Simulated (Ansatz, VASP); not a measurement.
**ScIr in VASP and in Ansatz**

```xyz
2
Lattice="3.2060 0.0000 0.0000 0.0000 3.2060 0.0000 0.0000 0.0000 3.2060" Properties=species:S:1:pos:R:3 pbc="T T T"
Sc    1.6030    1.6030    1.6030
Ir    0.0000    0.0000    0.0000
```

Alike in both runs: task relaxation of cell and atoms; functional LDA; k mesh 12 × 12 × 12; occupations fermi-dirac, width 0.1 eV; no spin polarisation.

|  | VASP | Ansatz |
| --- | --- | --- |
| version | VASP 6.6.1 | Ansatz 0.2.0 |
| potentials or method | VASP PAW LDA potentials, release 64 (Sc_sv, Ir_sv_GW) | PAW with Ansatz's default frozen-core files, scalar-relativistic |
| plane-wave cutoff (eV) | 560 | 420 |
| valence electrons in the cell | 28 | 28 |

```tsv
	VASP	Ansatz	Ansatz less VASP
relaxed volume (Å³/atom)	15.84	15.81	-0.032
relaxed length of the cell vector where the two differ most in proportion (Å)	3.164	3.162	-0.0022
```

LDA's correlation is that of Perdew and Zunger in VASP and of Perdew and Wang (1992) in Ansatz.

Spin-orbit coupling is off throughout.
